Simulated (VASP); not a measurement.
Input of a VASP 6.6.1 run:

Contents of INCAR:

```
SYSTEM = ZnS
PREC     = Accurate       ! precision mode
ENCUT    = 520            ! plane-wave cutoff, eV
EDIFF    = 1E-6           ! SCF threshold, eV
ISMEAR   = 0              ! smearing method
SIGMA    = 0.02           ! smearing width, eV
LREAL    = .FALSE.        ! projectors in reciprocal space
LASPH    = .TRUE.         ! aspherical terms in the spheres
NELM     = 80             ! most SCF steps
ALGO     = Normal         ! electronic algorithm
ISIF     = 2              ! what is computed and relaxed
LWAVE    = .FALSE.        ! write WAVECAR
LCHARG   = .FALSE.        ! write CHGCAR
GGA      = PE             ! functional
NBANDS   = 26             ! bands
```

File KPOINTS:

```
Automatic mesh
0
G
  8 8 6
  0 0 0
```

POSCAR

```
ZnS
1.0
    2.6939428673      2.6939428673      0.0000000000
   -2.7215419772      2.7215419772      0.0000000000
    0.0000000000      0.0000000000      5.4760116772
Zn S
2 2
Direct
    0.0000000000      0.0000000000      0.0008679727
    0.5000000000      0.5000000000      0.5008679727
    0.5000000000      0.0000000000      0.7491320273
    0.0000000000      0.5000000000      0.2491320273
```

Potentials or basis: VASP PAW PBE potentials, release 64 (Zn, S).

The run is started by

```console
$ cat potpaw_PBE.64/Zn/POTCAR potpaw_PBE.64/S/POTCAR > POTCAR
$ mpirun -np 1 vasp_std > vasp.out
```

Estimate the pressure.

0.5 GPa.

Estimate the band gap on the k mesh.

2.00 eV.

Stress tensor (GPa, compression positive):
```
0.61 0.47 0.00
0.47 0.61 0.00
0.00 0.00 0.14
```
